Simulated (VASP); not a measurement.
Write the native input for VASP 6.6.1 that does the following.

| Quantity | Value |
| --- | --- |
| Task | single point |
| Functional | PBE0 |
| Potentials or basis | VASP PAW PBE potentials, release 64 (Te, Cd) |
| Cutoff | 520 eV |
| k mesh | 4 × 4 × 4 |
| Occupations | fermi-dirac, width 0.05 eV |
| Spin | no spin polarisation |
| Dipole correction | no |
| Grid for exact exchange (PRECFOCK) | Normal |
| Further INCAR settings | ALGO = Normal; EDIFF = 1e-06; NBANDS = 16 |
| Share of exact exchange | 0.25 |

Crystal: CdTe.

```
CELL_PARAMETERS angstrom
0.00000 3.26786 3.26786
3.26786 0.00000 3.26786
3.26786 3.26786 0.00000
ATOMIC_POSITIONS crystal
Te 0.75000 0.75000 0.75000
Cd 0.00000 0.00000 0.00000
```

One way to write it, as run:

POSCAR

```
CdTe
1.0
    0.0000000000      3.2678590959      3.2678590959
    3.2678590959      0.0000000000      3.2678590959
    3.2678590959      3.2678590959      0.0000000000
Te Cd
1 1
Direct
    0.7500000000      0.7500000000      0.7500000000
    0.0000000000      0.0000000000      0.0000000000
```

INCAR.step1

```
SYSTEM = CdTe
  ALGO = Normal
  EDIFF = 1E-5
  ENCUT = 520
  GGA = PE
  ISIF = 2
  ISMEAR = -1
  LASPH = .TRUE.
  LCHARG = .FALSE.
  LREAL = .FALSE.
  LWAVE = .TRUE.
  NBANDS = 16
  NELM = 80
  PREC = Accurate
  SIGMA = 0.05
```

INCAR.step2

```
SYSTEM = CdTe
  AEXX = 0.25
  ALGO = Normal
  EDIFF = 1E-6
  ENCUT = 520
  GGA = PE
  ISIF = 2
  ISMEAR = -1
  ISTART = 1
  LASPH = .TRUE.
  LCHARG = .FALSE.
  LHFCALC = .TRUE.
  LREAL = .FALSE.
  LWAVE = .FALSE.
  NBANDS = 16
  NELM = 80
  PREC = Accurate
  PRECFOCK = Normal
  SIGMA = 0.05
```

KPOINTS

```
k-points
0
G
  4 4 4
  0 0 0
```

Potentials or basis: VASP PAW PBE potentials, release 64 (Te, Cd).

The run is started by

```bash
$ cat potpaw_PBE.64/Te/POTCAR potpaw_PBE.64/Cd/POTCAR > POTCAR
$ cp INCAR.step1 INCAR
$ mpirun -np 1 vasp_std > vasp.out
$ cp INCAR.step2 INCAR
$ mpirun -np 1 vasp_std > vasp.out
```

Results of the run:

* Pressure: 0.5 GPa
* Band gap on the k mesh: 2.16 eV

Caveat: the PAW data sets were made with another functional, which shifts forces and pressure a little; spin-orbit coupling is left out, which moves the levels of the heavy elements.

It took 16 min on 1 thread of Intel Xeon 8259CL, with other jobs on the host, peak memory 0.22 GiB.
